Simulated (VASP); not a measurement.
Write the native input for VASP 6.6.1 that does the following.

```
Task                   : single point
Functional             : PBE
Potentials or basis    : VASP PAW PBE potentials, release 64 (Ni)
Cutoff                 : 520 eV
k mesh                 : 13 × 13 × 13
Occupations            : gaussian, width 0.028 eV
Spin                   : collinear spin, ferromagnetic start
Starting moments       : [1.0] μB
Dipole correction      : no
Further INCAR settings : ALGO = Normal; EDIFF = 1e-07; NBANDS = 15
```

The structure of Ni lies in POSCAR:

```
Ni
1.0
    0.0000000000      1.7375729330      1.7375729330
    1.7375729330      0.0000000000      1.7375729330
    1.7375729330      1.7375729330      0.0000000000
Ni
1
Direct
    0.0000000000      0.0000000000      0.0000000000
```

These files were run (other wordings do the same):

INCAR

```
PREC = Accurate ; ENCUT = 520
EDIFF = 1E-7 ; ISMEAR = 0
SIGMA = 0.028000000000000004 ; LREAL = False
LASPH = True ; NELM = 150
ALGO = Normal ; ISIF = 2
LWAVE = False ; LCHARG = True
ISPIN = 2 ; MAGMOM = 1
LORBIT = 11 ; LMAXMIX = 4
GGA = PE ; LELF = True
LVHAR = True ; NBANDS = 15
```

KPOINTS

```
regular mesh
0
Gamma
  13 13 13
```

Potentials or basis: VASP PAW PBE potentials, release 64 (Ni).

Run with:

```console
$ cat potpaw_PBE.64/Ni/POTCAR > POTCAR
$ mpirun -np 1 vasp_std > vasp.out
```

It gave:

```yaml
Pressure: 7.8 GPa
Net_moment: 0.62 μB per cell
Site_moments: Ni +0.63 μB
Valence_electrons_inside_the_program's_atomic_spheres: Ni 9.38
```

Wall time 21 s on 1 thread of Intel Xeon 6975P-C (shared host), peak memory 0.14 GiB.
